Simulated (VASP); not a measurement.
# Pb (P6_3/mmc) in VASP: notebook

Pb is run at these levels: r2SCAN; tasks: single point.

All numbers are computed with VASP 6.6.1; they aren't measurements. Logs are shortened: lines on timing, memory, paths and dates and some standing lists are left out, and cuts for length are marked.

**1. The cell of the first run**

It takes space group P6_3/mmc (No. 194, hexagonal). The conventional cell has a = 3.480 Å, b = 3.480 Å, c = 5.590 Å, α = 90.00°, β = 90.00°, γ = 120.00°. Within 4.5 Å of Pb (site symmetry -6m2) lie 12 Pb at 3.44 to 3.48 Å.

**2. Single point, r2SCAN**

Input file POSCAR:

```
Pb
1.0
    3.4800006906      0.0000000000      0.0000000000
   -1.7400003453      3.0137690032      0.0000000000
    0.0000000000      0.0000000000      5.5900000000
Pb
2
Direct
    0.3333333333      0.6666666667      0.2500000000
    0.6666666667      0.3333333333      0.7500000000
```

Input file INCAR.step1:

```
SYSTEM = Pb
PREC     = Accurate       ! precision mode
ENCUT    = 520            ! plane-wave cutoff, eV
ISMEAR   = 0              ! smearing method
SIGMA    = 0.15           ! smearing width, eV
LREAL    = .False.        ! projectors in reciprocal space
LASPH    = .True.         ! aspherical terms in the spheres
NELM     = 100            ! most SCF steps
NBANDS   = 21             ! bands
GGA      = PE             ! functional
ALGO     = Normal         ! electronic algorithm
EDIFF    = 1E-4           ! SCF threshold, eV
LWAVE    = .True.         ! write WAVECAR
LCHARG   = .False.        ! write CHGCAR
```

Input file INCAR.step2:

```
SYSTEM = Pb
PREC     = Accurate       ! precision mode
ENCUT    = 520            ! plane-wave cutoff, eV
EDIFF    = 1E-7           ! SCF threshold, eV
ISMEAR   = 0              ! smearing method
SIGMA    = 0.15           ! smearing width, eV
LREAL    = .False.        ! projectors in reciprocal space
LASPH    = .True.         ! aspherical terms in the spheres
NELM     = 100            ! most SCF steps
ALGO     = Normal         ! electronic algorithm
ISIF     = 2              ! what is computed and relaxed
LWAVE    = .False.        ! write WAVECAR
LCHARG   = .False.        ! write CHGCAR
METAGGA  = R2SCAN         ! meta-GGA
LMIXTAU  = .True.       
NBANDS   = 21             ! bands
ISTART   = 1
```

Input file KPOINTS:

```
regular mesh
0
Gamma
  15 15 10
  0 0 0
```

Potentials or basis: VASP PAW PBE potentials, release 64 (Pb_d).

Started as:

```console
$ cat potpaw_PBE.64/Pb_d/POTCAR > POTCAR
$ cp INCAR.step1 INCAR
$ mpirun -np 1 vasp_std > vasp.out
$ cp INCAR.step2 INCAR
$ mpirun -np 1 vasp_std > vasp.out
```

OUTCAR:

```text
SYSTEM = Pb
   PREC = Accurate
   ENCUT = 520
   EDIFF = 1E-7
   ISMEAR = 0
   LREAL = .False.
   LASPH = .True.
   NELM = 100
   ISIF = 2
   METAGGA = R2SCAN
   ISTART = 1

 ion  position               nearest neighbor table
   1  0.333  0.667  0.250-   2 3.44   2 3.44   2 3.44   2 3.44   2 3.44   2 3.44
   2  0.667  0.333  0.750-   1 3.44   1 3.44   1 3.44   1 3.44   1 3.44   1 3.44

  LATTYP: Found a hexagonal cell.
 ALAT       =     3.4800006906
 C/A-ratio  =     1.6063215203

  Lattice vectors:

 A1 = (   3.4800006906,   0.0000000000,   0.0000000000)
 A2 = (  -1.7400003453,   3.0137690032,   0.0000000000)
 A3 = (   0.0000000000,   0.0000000000,   5.5900000000)

Analysis of symmetry for initial positions (statically):
=====================================================================
 Subroutine PRICEL returns:
 Original cell was already a primitive cell.

 Routine SETGRP: Setting up the symmetry group for a
 hexagonal supercell.

 Subroutine GETGRP returns: Found 24 space group operations
 (whereof 12 operations were pure point group operations)
 out of a pool of 24 trial point group operations.

The static configuration has the point symmetry D_3d.
 The point group associated with its full space group is D_6h.

Analysis of symmetry for dynamics (positions and initial velocities):
=====================================================================
 Subroutine PRICEL returns:
 Original cell was already a primitive cell.

 Routine SETGRP: Setting up the symmetry group for a
 hexagonal supercell.

 Subroutine GETGRP returns: Found 24 space group operations
 (whereof 12 operations were pure point group operations)
 out of a pool of 24 trial point group operations.

The dynamic configuration has the point symmetry D_3d.
 The point group associated with its full space group is D_6h.

 Subroutine INISYM returns: Found 24 space group operations
 (whereof 12 operations are pure point group operations),
 and found     1 'primitive' translations

----------------------------------------------------------------------------------------

                                     Primitive cell

  volume of cell :      58.6275

  direct lattice vectors                    reciprocal lattice vectors
     3.480000691  0.000000000  0.000000000     0.287356265  0.165905217  0.000000000
    -1.740000345  3.013769003  0.000000000     0.000000000  0.331810434  0.000000000
     0.000000000  0.000000000  5.590000000     0.000000000  0.000000000  0.178890877

  length of vectors
     3.480000691  3.480000691  5.590000000     0.331810434  0.331810434  0.178890877

  position of ions in fractional coordinates (direct lattice)
     0.333333333  0.666666667  0.250000000
     0.666666667  0.333333333  0.750000000

  ion indices of the primitive-cell ions
   primitive index   ion index
                 1           1
                 2           2

----------------------------------------------------------------------------------------

 KPOINTS: regular mesh

Automatic generation of k-mesh.
 Grid dimensions read from file:
 generate k-points for:   15   15   10

 Generating k-lattice:

  Cartesian coordinates                     Fractional coordinates (reciprocal lattice)
     0.019157084  0.011060348  0.000000000     0.066666667  0.000000000  0.000000000
     0.000000000  0.022120696  0.000000000     0.000000000  0.066666667  0.000000000
     0.000000000  0.000000000  0.017889088     0.000000000  0.000000000  0.100000000

  Length of vectors
     0.022120696  0.022120696  0.017889088

  Shift w.r.t. Gamma in fractional coordinates (k-lattice)
     0.000000000  0.000000000  0.000000000

 Subroutine IBZKPT returns following result:
 ===========================================

 Found    162 irreducible k-points:

 Following reciprocal coordinates:
            Coordinates               Weight
  0.000000  0.000000  0.000000      1.000000
  0.066667  0.000000  0.000000      6.000000
  0.133333  0.000000  0.000000      6.000000
  0.200000  0.000000  0.000000      6.000000
  0.266667  0.000000  0.000000      6.000000
  0.333333  0.000000  0.000000      6.000000
[... 16 lines left out ...]
  0.333333  0.200000  0.000000     12.000000
  0.400000  0.200000  0.000000      6.000000
 [... further k-points ...]
   k-points           NKPTS =    162   k-points in BZ     NKDIM =    162   number of bands    NBANDS=     21
   number of dos      NEDOS =    301   number of ions     NIONS =      2
   total plane-waves  NPLWV =  32928
   dimension x,y,z NGX =    28 NGY =   28 NGZ =   42
   dimension x,y,z NGXF=    56 NGYF=   56 NGZF=   84
   ions per type =               2
   NGX,Y,Z   is equivalent  to a cutoff of  13.38, 13.38, 12.49 a.u.
   NGXF,Y,Z  is equivalent  to a cutoff of  26.75, 26.75, 24.98 a.u.
 SYSTEM =  Pb
   PREC   = accura    normal or accurate (medium, high low for compatibility)
   ISTART =      1    job   : 0-new  1-cont  2-samecut
   ICHARG =      0    charge: 1-file 2-atom 10-const
   ISPIN  =      1    spin polarized calculation?
   LNONCOLLINEAR =      F non collinear calculations
   LSORBIT =      F    spin-orbit coupling
   LASPH  =      T    aspherical Exc in radial PAW
   ENCUT  =  520.0 eV  38.22 Ry    6.18 a.u.   6.47  6.47 10.39*2*pi/ulx,y,z
   NELM   =    100;   NELMIN=  2; NELMDL=  0     # of ELM steps
   EDIFF  = 0.1E-06   stopping-criterion for ELM
   LREAL  =      F    real-space projection
   EDIFFG = 0.1E-05   stopping-criterion for IOM
   NSW    =      0    number of steps for IOM
   IBRION =     -1    ionic relax: 0-MD 1-quasi-New 2-CG
   NFREE  =      0    steps in history (QN), initial steepest desc. (CG)
   ISIF   =      2    stress and relaxation
   ISYM   =      2    0-nonsym 1-usesym 2-fastsym
   POTIM  = 0.5000    time-step for ionic-motion
   TEBEG  =    0.0;   TEEND  =   0.0 temperature during run
   PSTRESS=    0.0 pullay stress
   NELECT =      28.0000    total number of electrons
   NUPDOWN=      -1.0000    fix difference up-down
   EMIN   =  10.00;   EMAX   =-10.00  energy-range for DOS
   EFERMI =   0.00;   METHOD = LEGACY
   ISMEAR =     0;   SIGMA  =   0.15  broadening in eV -4-tet -1-fermi 0-gaus
   EFERMI_NEDOS =   21; number of points for ismear=-14 and -15
   IALGO  =     38    algorithm
   IMIX   =      4    mixing-type and parameters
     AMIX     =   0.40;   BMIX     =  1.00
     AMIX_MAG =   1.60;   BMIX_MAG =  1.00
  volume/ion in A,a.u.               =      29.31       197.82
  Fermi-wavevector in a.u.,A,eV,Ry     =   1.279658  2.418202 22.279864  1.637524
  Thomas-Fermi vector in A             =   2.412130
   LORBIT       =      0    0 simple, 1 ext, 2 COOP (PROOUT), +10 PAW based schemes
   METAGGA = R2SCAN    functional components
   LHFCALC =     F    Hartree Fock is set to
   AEXX    =    0.0000 exact exchange contribution
   IVDW    =     0    specifies the selected vdW correction
   LEPSILON=     F    determine dielectric tensor
   LRPA    =     F    only Hartree local field effects (RPA)
 non-spin polarized calculation
 Gauss-broadening in eV      SIGMA  =   0.15
  energy-cutoff  :      520.00
  volume of cell :       58.63
 maximum number of plane-waves:      1605
 NGX is ok and might be reduce to    28
   NGX = 13   NGY = 13   NGZ = 21

 number of electron      28.0000005 magnetization

 Free energy of the ion-electron system (eV)
  ---------------------------------------------------
  ext. energy  EPLUGINS =         0.00000000
  ---------------------------------------------------
  free energy    TOTEN  =      -112.50086386 eV

  energy without entropy =     -112.48992693  energy(sigma->0) =     -112.49539540

 E-fermi :   7.5872     XC(G=0): -11.1108

 val. band max:        7.5842991554   @ k =   0.2000   0.2000   0.2000
 cond. band min:       7.5956854183   @ k =   0.3333   0.0667   0.1000
 fundamental gap:      0.0113862628
 Fermi energy:         7.5872334669

 k-point     1 :       0.0000    0.0000    0.0000
  band No.  band energies     occupation
      1     -10.1863      2.00000
      2     -10.1326      2.00000
      3     -10.1248      2.00000
      4     -10.1248      2.00000
      5     -10.0984      2.00000
      6     -10.0984      2.00000
[... 13 lines left out ...]
     20      17.3561      0.00000
     21      19.8704      0.00000

 k-point     2 :       0.0667    0.0000    0.0000
  band No.  band energies     occupation
      1     -10.1826      2.00000
      2     -10.1452      2.00000
      3     -10.1129      2.00000
      4     -10.1074      2.00000
      5     -10.0957      2.00000
      6     -10.0870      2.00000
[... 13 lines left out ...]
     20      17.6545      0.00000
     21      19.4442      0.00000

 k-point     3 :       0.1333    0.0000    0.0000
  band No.  band energies     occupation
      1     -10.1918      2.00000
      2     -10.1418      2.00000
      3     -10.0975      2.00000
      4     -10.0793      2.00000
      5     -10.0715      2.00000
      6     -10.0684      2.00000
[... 13 lines left out ...]
     20      18.6326      0.00000
     21      18.7266      0.00000

 k-point     4 :       0.2000    0.0000    0.0000
  band No.  band energies     occupation
      1     -10.2206      2.00000
      2     -10.1278      2.00000
      3     -10.0977      2.00000
      4     -10.0870      2.00000
      5     -10.0855      2.00000
      6     -10.0296      2.00000
[... 13 lines left out ...]
     20      18.1243      0.00000
     21      19.1035      0.00000

 k-point     5 :       0.2667    0.0000    0.0000
  band No.  band energies     occupation
      1     -10.2534      2.00000
      2     -10.1314      2.00000
      3     -10.1304      2.00000
      4     -10.1052      2.00000
      5     -10.0581      2.00000
      6      -9.9724      2.00000
[... 13 lines left out ...]
     20      17.5458      0.00000
     21      18.9778      0.00000
[... 382 lines left out ...]
     20      18.3926      0.00000
     21      19.0248      0.00000

 k-point    22 :       0.2667    0.2000    0.0000
  band No.  band energies     occupation
      1     -10.2130      2.00000
      2     -10.1925      2.00000
      3     -10.1330      2.00000
      4     -10.1101      2.00000
      5     -10.0088      2.00000
      6      -9.9895      2.00000
[... 13 lines left out ...]
     20      18.3873      0.00000
     21      20.5084      0.00000

 k-point    23 :       0.3333    0.2000    0.0000
  band No.  band energies     occupation
      1     -10.2342      2.00000
      2     -10.2051      2.00000
      3     -10.1053      2.00000
      4     -10.0995      2.00000
      5     -10.0091      2.00000
      6      -9.9966      2.00000
[... 13 lines left out ...]
     20      18.2206      0.00000
     21      22.1100      0.00000

 k-point    24 :       0.4000    0.2000    0.0000
  band No.  band energies     occupation
      1     -10.2417      2.00000
      2     -10.2095      2.00000
      3     -10.1023      2.00000
      4     -10.0868      2.00000
      5     -10.0173      2.00000
      6      -9.9861      2.00000
[... 13 lines left out ...]
     20      18.1607      0.00000
     21      22.6345      0.00000

 [... further k-points ...]

------------------------ aborting loop because EDIFF is reached ----------------------------------------

  FORCE on cell =-STRESS in cart. coord.  units (eV):
  Direction    XX          YY          ZZ          XY          YZ          ZX
  --------------------------------------------------------------------------------------
  -------------------------------------------------------------------------------------
  Total        0.7707991      0.7707991      1.6479353      0.0000000     -0.0000000      0.0000000
  in kB       21.0644784     21.0644784     45.0349442      0.0000000     -0.0000000      0.0000000
  external PRESSURE =      29.0546336 kB  Pullay stress =       0.0000000 kB

 VOLUME and BASIS-vectors are now :
 -----------------------------------------------------------------------------
  energy-cutoff  :      520.00
  volume of cell :       58.63
      direct lattice vectors                 reciprocal lattice vectors
     3.480000691  0.000000000  0.000000000     0.287356265  0.165905217  0.000000000
    -1.740000345  3.013769003  0.000000000     0.000000000  0.331810434  0.000000000
     0.000000000  0.000000000  5.590000000     0.000000000  0.000000000  0.178890877

 POSITION                                       TOTAL-FORCE (eV/Angst)
 -----------------------------------------------------------------------------------
     -0.00000      2.00918      1.39750        -0.000000     -0.000000      0.000000
      1.74000      1.00459      4.19250         0.000000      0.000000      0.000000
 -----------------------------------------------------------------------------------
    total drift:                               -0.000000      0.000000      0.000000

  FREE ENERGIE OF THE ION-ELECTRON SYSTEM (eV)
  ---------------------------------------------------
  free  energy   TOTEN  =      -112.5008638616 eV

  energy  without entropy=     -112.4899269285  energy(sigma->0) =     -112.49539540
```

It took 9.5 min on 1 thread of Intel Xeon Platinum 8488C (Sapphire Rapids), shared host; peak memory 0.3 GiB.

Results:

```
Free energy            : -112.5009 eV
Pressure               : 2.9 GPa
Band gap on the k mesh : zero (band 14 reaches 13.56 eV, above the bottom of band 15 at 5.36 eV)
```

Stress tensor (GPa, compression positive):
```
2.11 0.00 0.00
0.00 2.11 0.00
0.00 0.00 4.50
```

Caveat: the PAW data sets were made with another functional, which shifts forces and pressure a little; spin-orbit coupling is left out, which moves the levels of the heavy elements.

**3. Single point, r2SCAN**

POSCAR is that of step 2.

Input file INCAR.step1:

```
ALGO = Normal
EDIFF = 1E-4
ENCUT = 520
GGA = PE
ISMEAR = 0
LASPH = True
LCHARG = False
LREAL = False
LWAVE = True
NBANDS = 21
NELM = 100
PREC = Accurate
SIGMA = 0.15
```

Input file INCAR.step2:

```
ALGO = Normal
EDIFF = 1E-6
ENCUT = 520
ISIF = 2
ISMEAR = 0
ISTART = 1
LASPH = True
LCHARG = False
LMIXTAU = True
LREAL = False
LWAVE = False
METAGGA = R2SCAN
NBANDS = 21
NELM = 100
PREC = Accurate
SIGMA = 0.15
```

Input file KPOINTS:

```
k-points
0
Gamma
  18 18 10
```

Potentials or basis: VASP PAW PBE potentials, release 64 (Pb_d).

Started as:

```console
$ cat potpaw_PBE.64/Pb_d/POTCAR > POTCAR
$ cp INCAR.step1 INCAR
$ mpirun -np 1 vasp_std > vasp.out
$ cp INCAR.step2 INCAR
$ mpirun -np 1 vasp_std > vasp.out
```

Wall time 10 min (1 thread of Intel Xeon Platinum 8488C (Sapphire Rapids), shared host); peak memory 0.34 GiB.

The run converged. Its results:

* Free energy: -112.4992 eV
* Pressure: 2.8 GPa
* Band gap on the k mesh: zero (band 14 reaches 13.56 eV, above the bottom of band 15 at 5.36 eV)

Stress tensor (GPa, compression positive):
```
2.13 0.00 0.00
0.00 2.13 0.00
0.00 0.00 4.20
```

Levels at points of the mesh, in eV from the Fermi level:
| k point | band 11 | band 12 | band 13 | band 14 | band 15 | band 16 | band 17 | band 18 |
| --- | --- | --- | --- | --- | --- | --- | --- | --- |
| (0.00, 0.00, 0.00) | -12.49 | -8.30 | -4.47 | 5.83 | 5.83 | 7.84 | 7.84 | 8.55 |
| (0.50, 0.00, 0.00) | -8.75 | -7.42 | -2.96 | -1.46 | -0.55 | 1.97 | 2.07 | 6.06 |
| (0.00, 0.00, 0.50) | -11.15 | -11.15 | 1.14 | 1.14 | 6.79 | 6.79 | 6.79 | 6.79 |
| (0.50, 0.00, 0.50) | -7.84 | -7.84 | -3.96 | -3.96 | 3.61 | 3.61 | 3.96 | 3.96 |

Caveat: the PAW data sets were made with another functional, which shifts forces and pressure a little; spin-orbit coupling is left out, which moves the levels of the heavy elements.
